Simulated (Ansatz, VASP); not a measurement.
# Two plane-wave programs on ZnS

```
CELL_PARAMETERS angstrom
0.00000 -2.69451 -2.69451
0.00000 2.69451 -2.69451
5.38903 0.00000 0.00000
ATOMIC_POSITIONS crystal
Zn 0.50000 0.50000 0.50000
Zn 0.00000 0.00000 0.00000
S 0.00000 0.50000 0.25000
S 0.50000 0.00000 0.75000
```

Alike in both runs: task single point; functional r2SCAN; k mesh 6 × 6 × 4; occupations gaussian, width 0.05 eV; no spin polarisation.

```csv
,VASP,Ansatz
version,VASP 6.6.1,Ansatz 0.2.0
potentials or method,"VASP PAW PBE potentials, release 64 (Zn, S), cutoff 520 eV","scalar-relativistic, plane waves, PAW"
valence electrons in the cell,36,36
```

Ansatz gave:

| Property | Result |
| --- | --- |
| gap on the k mesh at the Fermi level (eV) | 2.70 |
| least direct gap on the mesh (eV) | 2.70 |
| pressure (GPa) | 0.0 |

Task: Estimate VASP's values.

Result: gap on the k mesh at the Fermi level (eV): 2.71; least direct gap on the mesh (eV): 2.71; pressure (GPa): 0.1.

VASP's potentials were made for PBE, not for r2SCAN.
